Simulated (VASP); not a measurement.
ZnO, 2 atoms in the cell. Symmetry: Cmmm, No. 65, orthorhombic system. Conventional cell: a = 2.876 Å, b = 5.560 Å, c = 2.764 Å, α = 90.00°, β = 90.00°, γ = 90.00°. Within 2.6 Å of Zn (site symmetry mmm) lie 4 O at 1.99 Å. Within 2.6 Å of O (site symmetry mmm) lie 4 Zn at 1.99 Å. 

```yaml
Program: VASP 6.6.1
Task: single point
Functional: PBEsol
Dispersion: D3(BJ)
Potentials_or_basis: VASP PAW PBE potentials, release 64 (Zn, O)
Cutoff: 520 eV
k_mesh: 10 × 10 × 9
Occupations: fermi-dirac, width 0.05 eV
Spin: no spin polarisation
Dipole_correction: no
Further_INCAR_settings: ALGO = Normal; EDIFF = 1e-06; NBANDS = 16
```

Potentials or basis: VASP PAW PBE potentials, release 64 (Zn, O).

The run is started by

```bash
$ cat potpaw_PBE.64/Zn/POTCAR potpaw_PBE.64/O/POTCAR > POTCAR
$ mpirun -np 1 vasp_std > vasp.out
```

Hardware: 1 thread of Intel(R) Xeon(R) 6975P-C (Granite Rapids), with other jobs on the host.

Question: How long does it take, and how much memory?

Answer: It took 13 s on 1 thread of Intel(R) Xeon(R) 6975P-C (Granite Rapids), on a shared host, peak memory 0.18 GiB. Counts: scf iterations 12, k points 155.
